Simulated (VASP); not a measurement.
# ZnSn2N2 (P-4m2) in VASP: a series of runs

The runs below take ZnSn2N2 through relaxation of cell and atoms, with PBEsol.

All numbers are computed with VASP 6.6.1; they aren't measurements. Logs are shortened: lines on timing, memory, paths and dates and some standing lists are left out, and cuts for length are marked.

## Step 1: The cell of the first run

Symmetry: P-4m2, No. 115, tetragonal system. Conventional cell: a = 3.352 Å, b = 3.352 Å, c = 8.064 Å, α = 90.00°, β = 90.00°, γ = 90.00°. Within 2.8 Å of Sn (site symmetry 2mm) lie 2 N at 2.12 Å. Within 2.7 Å of Zn (site symmetry -4m2) lie 4 N at 2.05 Å. Within 2.7 Å of N (site symmetry 2mm) lie 2 Zn at 2.05 Å and 2 Sn at 2.12 Å.

## Step 2: Relaxation of cell and atoms, PBEsol, target pressure 5 GPa, at which the enthalpy is minimised

Input file INCAR:

```
  PREC = Accurate
  ENCUT = 600
  EDIFF = 1E-7
  ISMEAR = -1
  SIGMA = 0.05
  LREAL = F
  LASPH = T
  NELM = 80
  ALGO = Normal
  ISIF = 3
  LWAVE = F
  LCHARG = F
  GGA = PS
  IBRION = 2
  NSW = 60
  EDIFFG = -0.01
  PSTRESS = 50.0
```

Input file KPOINTS:

```
regular mesh
0
Gamma
  8 8 4
```

Input file POSCAR:

```
ZnSn2N2
1.0
    3.3523260000      0.0000000000      0.0000000000
    0.0000000000      3.3523260000      0.0000000000
    0.0000000000      0.0000000000      8.0642090000
Sn Zn N
2 1 2
Direct
    0.5000000000      0.5000000000      0.3058270000
    0.5000000000      0.5000000000      0.6941730000
    0.0000000000      0.0000000000      0.0000000000
    0.0000000000      0.5000000000      0.8541900000
    0.5000000000      0.0000000000      0.1458100000
```

Potentials or basis: VASP PAW PBE potentials, release 64 (Sn_d, Zn, N).

Started as:

```console
cat potpaw_PBE.64/Sn_d/POTCAR potpaw_PBE.64/Zn/POTCAR potpaw_PBE.64/N/POTCAR > POTCAR
mpirun -np 1 vasp_std > vasp.out
```

OUTCAR:

```text
PREC = Accurate
   ENCUT = 600
   EDIFF = 1E-7
   ISMEAR = -1
   LREAL = F
   LASPH = T
   NELM = 80
   ISIF = 3
   GGA = PS
   IBRION = 2
   NSW = 60
   EDIFFG = -0.01
   PSTRESS = 50.0

 ion  position               nearest neighbor table
   1  0.500  0.500  0.306-   5 2.12   5 2.12   2 3.13
   2  0.500  0.500  0.694-   4 2.12   4 2.12   1 3.13
   3  0.000  0.000  0.000-   4 2.05   5 2.05   4 2.05   5 2.05
   4  0.000  0.500  0.854-   3 2.05   3 2.05   2 2.12   2 2.12
   5  0.500  0.000  0.146-   3 2.05   3 2.05   1 2.12   1 2.12

  LATTYP: Found a simple tetragonal cell.
 ALAT       =     3.3523260000
 C/A-ratio  =     2.4055563212

  Lattice vectors:

 A1 = (   3.3523260000,   0.0000000000,   0.0000000000)
 A2 = (   0.0000000000,   3.3523260000,   0.0000000000)
 A3 = (   0.0000000000,   0.0000000000,   8.0642090000)

Analysis of symmetry for initial positions (statically):
=====================================================================
 Subroutine PRICEL returns:
 Original cell was already a primitive cell.

 Routine SETGRP: Setting up the symmetry group for a
 simple tetragonal supercell.

 Subroutine GETGRP returns: Found  8 space group operations
 (whereof  8 operations were pure point group operations)
 out of a pool of 16 trial point group operations.

The static configuration has the point symmetry D_2d.

Analysis of symmetry for dynamics (positions and initial velocities):
=====================================================================
 Subroutine PRICEL returns:
 Original cell was already a primitive cell.

 Routine SETGRP: Setting up the symmetry group for a
 simple tetragonal supercell.

 Subroutine GETGRP returns: Found  8 space group operations
 (whereof  8 operations were pure point group operations)
 out of a pool of 16 trial point group operations.

The dynamic configuration has the point symmetry D_2d.

 Subroutine INISYM returns: Found  8 space group operations
 (whereof  8 operations are pure point group operations),
 and found     1 'primitive' translations

----------------------------------------------------------------------------------------

                                     Primitive cell

  volume of cell :      90.6263

[... 107 lines left out ...]
   EMIN   =  10.00;   EMAX   =-10.00  energy-range for DOS
   EFERMI =   0.00;   METHOD = LEGACY
   ISMEAR =    -1;   SIGMA  =   0.05  broadening in eV -4-tet -1-fermi 0-gaus
   EFERMI_NEDOS =   21; number of points for ismear=-14 and -15
   IALGO  =     38    algorithm
   IMIX   =      4    mixing-type and parameters
     AMIX     =   0.40;   BMIX     =  1.00
     AMIX_MAG =   1.60;   BMIX_MAG =  1.00
  volume/ion in A,a.u.               =      18.13       122.32
  Fermi-wavevector in a.u.,A,eV,Ry     =   1.342703  2.537341 24.529295  1.802852
  Thomas-Fermi vector in A             =   2.470836
   LORBIT       =      0    0 simple, 1 ext, 2 COOP (PROOUT), +10 PAW based schemes
   GGA     = PS    functional components
   LHFCALC =     F    Hartree Fock is set to
   AEXX    =    0.0000 exact exchange contribution
   IVDW    =     0    specifies the selected vdW correction
   LEPSILON=     F    determine dielectric tensor
   LRPA    =     F    only Hartree local field effects (RPA)
 conjugate gradient relaxation of ions
 non-spin polarized calculation
  energy-cutoff  :      600.00
  volume of cell :       90.63
 maximum number of plane-waves:      3046
 NGX is ok and might be reduce to    28
   NGX = 13   NGY = 13   NGZ = 33

--------------------------------------- Ionic step        1  -------------------------------------------

 number of electron      50.0000010 magnetization

 Free energy of the ion-electron system (eV)
  ---------------------------------------------------
  ext. energy  EPLUGINS =         0.00000000
  ---------------------------------------------------
  free energy    TOTEN  =       -26.31749578 eV

  energy without entropy =      -26.30359935  energy(sigma->0) =      -26.31054756

------------------------ aborting loop because EDIFF is reached ----------------------------------------

  FORCE on cell =-STRESS in cart. coord.  units (eV):
  Direction    XX          YY          ZZ          XY          YZ          ZX
  --------------------------------------------------------------------------------------
  -------------------------------------------------------------------------------------
  Total       -2.2896965     -2.2896965     -2.7159207      0.0000000      0.0000000     -0.0000000
  in kB      -40.4794164    -40.4794164    -48.0146095      0.0000000      0.0000000     -0.0000000
  external PRESSURE =     -92.9911475 kB  Pullay stress =      50.0000000 kB
[... 106 lines left out ...]
  energy  without entropy=      -26.3087410363  energy(sigma->0) =      -26.31565831

  enthalpy is  TOTEN    =       -23.7332671067 eV   P V=        2.5893084850

[... ionic steps 4 to 12 ...]

--------------------------------------- Ionic step       13  -------------------------------------------

 number of electron      49.9999982 magnetization

------------------------ aborting loop because EDIFF is reached ----------------------------------------
[... 77 lines left out ...]
--------------------------------------- Ionic step       15  -------------------------------------------

 number of electron      49.9999982 magnetization

 Free energy of the ion-electron system (eV)
  ---------------------------------------------------
  ext. energy  EPLUGINS =         0.00000000
  ---------------------------------------------------
  free energy    TOTEN  =       -26.33278957 eV

  energy without entropy =      -26.32119775  energy(sigma->0) =      -26.32699366

 E-fermi :   6.5816     XC(G=0): -11.0129

 val. band max:        6.5586914980   @ k =   0.2500   0.1250   0.2500
 cond. band min:       6.5931726009   @ k =   0.1250   0.1250   0.2500
 fundamental gap:      0.0344811029
 Fermi energy:         6.5815943041

 k-point     1 :       0.0000    0.0000    0.0000
  band No.  band energies     occupation
      1     -15.0393      2.00000
      2     -15.0257      2.00000
      3     -14.9467      2.00000
      4     -14.7991      2.00000
      5     -14.7991      2.00000
      6     -14.6589      2.00000
[... 781 lines left out ...]
     29      12.2631      0.00000
     30      12.8447      0.00000

 [... further k-points ...]

------------------------ aborting loop because EDIFF is reached ----------------------------------------

  FORCE on cell =-STRESS in cart. coord.  units (eV):
  Direction    XX          YY          ZZ          XY          YZ          ZX
  --------------------------------------------------------------------------------------
  -------------------------------------------------------------------------------------
  Total        2.5195703      2.5195703      2.5185390      0.0000000      0.0000000     -0.0000000
  in kB       49.9577201     49.9577201     49.9372718      0.0000000      0.0000000     -0.0000000
  external PRESSURE =      -0.0490960 kB  Pullay stress =      50.0000000 kB
[... 24 lines left out ...]
  energy  without entropy=      -26.3211977501  energy(sigma->0) =      -26.32699366

  enthalpy is  TOTEN    =       -23.8110868912 eV   P V=        2.5217026782

 reached required accuracy - stopping structural energy minimisation
```

OSZICAR:

```text
N       E                     dE             d eps       ncg     rms          rms(c)
DAV:   1     0.510190665992E+03    0.51019E+03   -0.27648E+04  2744   0.273E+03
DAV:   2     0.520848355808E+02   -0.45811E+03   -0.44560E+03  2738   0.619E+02
DAV:   3    -0.252066232220E+02   -0.77291E+02   -0.75221E+02  3124   0.215E+02
DAV:   4    -0.305804032192E+02   -0.53738E+01   -0.52932E+01  3144   0.580E+01
[... 157 lines left out ...]
DAV:   2    -0.263327922422E+02    0.65171E-05   -0.88149E-05  3276   0.151E-01    0.127E-02
DAV:   3    -0.263327897725E+02    0.24697E-05   -0.10010E-05  3606   0.400E-02    0.568E-03
DAV:   4    -0.263327894435E+02    0.32904E-06   -0.16702E-06  3906   0.129E-02    0.169E-03
DAV:   5    -0.263327895507E+02   -0.10722E-06   -0.31176E-07  2542   0.460E-03    0.636E-04
DAV:   6    -0.263327895694E+02   -0.18663E-07   -0.25779E-08  1392   0.215E-03
  15 F= -.23811087E+02 E0= -.23805291E+02  d E =-.105926E-04
```

Wall time 29 min (1 thread of Intel Xeon Platinum 8175M at 2.50GHz (Skylake/Cascade Lake), shared host); peak memory 0.33 GiB.

Results:

* Free energy: -26.3328 eV
* Relaxed volume: 16.16 Å³/atom
* Relaxed cell: a = 3.238 Å, b = 3.238 Å, c = 7.707 Å, α = 90.00°, β = 90.00°, γ = 90.00°
* Space group after relaxing (to 0.1 Å): P-4m2 (No. 115)
* Energy change on relaxing (the run minimises the enthalpy): -3.1 meV/atom
* Ionic steps: 15
* Pressure after relaxing: 5.0 GPa
* Largest force after relaxing: 0.004 eV/Å
* Band gap on the k mesh: zero (bands 25 and 26 overlap by 2.00 eV)

Forces in eV/Å, atoms in the order of the input:
```
Sn   0.000  0.000  0.003
Sn   0.000  0.000 -0.003
Zn   0.000  0.000  0.000
N    0.000  0.000 -0.004
N    0.000  0.000  0.004
```

Step by step:
| step | energy change (eV) | largest force (eV/Å) | pressure (GPa) | volume (Å³) |
| --- | --- | --- | --- | --- |
| 1 | 0.0000 | 0.1394 | -4.30 | 90.63 |
| 2 | 0.3247 | 1.8999 | 14.82 | 77.52 |
| 3 | -0.0051 | 0.9081 | 4.78 | 82.97 |
| 4 | -0.0069 | 0.3624 | 5.08 | 81.52 |
| 5 | -0.0026 | 0.4344 | 5.15 | 81.37 |
| 6 | -0.0145 | 0.3383 | 4.90 | 81.20 |
| 7 | -0.0157 | 0.1899 | 4.70 | 80.93 |
| 8 | -0.0003 | 0.1976 | 5.87 | 80.43 |
| 9 | -0.0106 | 0.0032 | 5.28 | 80.68 |
| 10 | -0.0206 | 0.0212 | 4.77 | 80.98 |
| 11 | -0.0192 | 0.0172 | 4.84 | 80.93 |
| 12 | -0.0153 | 0.0159 | 5.02 | 80.80 |
| 13 | -0.0149 | 0.0164 | 5.03 | 80.79 |
| 14 | -0.0157 | 0.0130 | 4.95 | 80.82 |
| 15 | -0.0153 | 0.0038 | 5.00 | 80.80 |

Final structure:
```xyz
5
Lattice="3.2379 0.0000 0.0000 0.0000 3.2379 0.0000 0.0000 0.0000 7.7072" Properties=species:S:1:pos:R:3 pbc="T T T"
Sn    1.6190    1.6190    2.4367
Sn    1.6190    1.6190    5.2705
Zn    0.0000    0.0000    0.0000
N     0.0000    1.6190    6.5521
N     1.6190    0.0000    1.1552
```

Caveat: the cell is relaxed towards a set pressure, so the run minimises the enthalpy, not the energy; the PAW data sets were made with another functional, which shifts forces and pressure a little; spin-orbit coupling is left out, which moves the levels of the heavy elements.

[end of part 1 of 2]

The gap in the log of VASP goes by the Fermi energy; the results here count the filled bands.